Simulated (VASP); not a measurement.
Wanted: the native input for a VASP 6.6.1 run.

```
Task                   : single point
Functional             : PBE
Potentials or basis    : VASP PAW PBE potentials, release 64 (In_d, P)
Cutoff                 : 520 eV
k mesh                 : 3 × 3 × 3
Occupations            : gaussian, width 0.02 eV
Spin                   : no spin polarisation
Dipole correction      : no
Further INCAR settings : LREAL = Auto; ALGO = Normal; EDIFF = 1e-06; NBANDS = 90
```

The structure of In9P7 (a cell with a defect) lies in POSCAR:

```
In9P7
1.0
    0.0000000000      5.9597880294     -5.9597880294
    5.9597880294      5.9597880294      0.0000000000
    5.9597880294      0.0000000000     -5.9597880294
In P
9 7
Direct
    0.5066080664      0.5066080664     -0.0198241992
    0.5016960873     -0.0005653624     -0.0005653624
    0.9994346376      0.5016960873     -0.0005653624
    0.9994346376     -0.0005653624     -0.0005653624
    0.5066080664      0.5066080664      0.5066080664
    0.5066080664     -0.0198241992      0.5066080664
    0.9801758008      0.5066080664      0.5066080664
    0.9994346376     -0.0005653624      0.5016960873
    0.3750000000      0.3750000000      0.3750000000
    0.3737862992      0.8762137008      0.3737862992
    0.8762137008      0.3737862992      0.3737862992
    0.8762137008      0.8762137008      0.3737862992
    0.3737862992      0.3737862992      0.8762137008
    0.3737862992      0.8762137008      0.8762137008
    0.8762137008      0.3737862992      0.8762137008
    0.8750000000      0.8750000000      0.8750000000
```

One way to write it, as run:

INCAR

```
PREC = Accurate ; ENCUT = 520
EDIFF = 1E-6 ; ISMEAR = 0
SIGMA = 0.02 ; LREAL = Auto
LASPH = True ; NELM = 60
ALGO = Normal ; ISIF = 2
LWAVE = False ; LCHARG = False
GGA = PE ; NBANDS = 90
```

KPOINTS

```
Automatic mesh
0
Gamma
  3 3 3
```

Potentials or basis: VASP PAW PBE potentials, release 64 (In_d, P).

Launch:

```bash
$ cat potpaw_PBE.64/In_d/POTCAR potpaw_PBE.64/P/POTCAR > POTCAR
$ mpirun -np 1 vasp_std > vasp.out
```

Results of the run:

```
Pressure               : 2.7 GPa
Largest force          : 0.017 eV/Å
Band gap on the k mesh : zero (band 76 reaches 6.06 eV, above the bottom of band 77 at 5.62 eV)
```

Caveat: spin-orbit coupling is left out, which moves the levels of the heavy elements.

It took 3.2 min on 1 thread of Intel(R) Xeon(R) Platinum 8559C (Emerald Rapids), on a shared host, peak memory 0.57 GiB.
